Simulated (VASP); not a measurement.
A run of VASP 6.6.1:

File INCAR:

```
ALGO = Normal
EDIFF = 1E-7
ENCUT = 520
GGA = PS
ISIF = 2
ISMEAR = 0
LASPH = True
LCHARG = False
LREAL = False
LWAVE = False
NBANDS = 15
NELM = 60
PREC = Accurate
SIGMA = 0.05
```

The input KPOINTS:

```
k-points
0
Gamma
  6 6 6
```

The input POSCAR:

```
BaTe
1.0
   -0.0002567892      3.4698411612      3.4701733049
    3.4687853403     -0.0001628267      3.4700793424
    3.4686521375      3.4696139959     -0.0000296238
Ba Te
1 1
Direct
   -0.0000996996      0.0000601594      0.0000013847
    0.5000996996      0.4999398406      0.4999986153
```

Potentials or basis: VASP PAW PBE potentials, release 64 (Ba_sv, Te).

Command:

```sh
$ cat potpaw_PBE.64/Ba_sv/POTCAR potpaw_PBE.64/Te/POTCAR > POTCAR
$ mpirun -np 1 vasp_std > vasp.out
```

Hardware: 1 thread of Intel(R) Xeon(R) 6975P-C (Granite Rapids) (shared host).

How long does it take, and how much memory?

It took 43 s on 1 thread of Intel(R) Xeon(R) 6975P-C (Granite Rapids), with other jobs on the host, peak memory 0.31 GiB. Counts: scf iterations 14, k points 112.
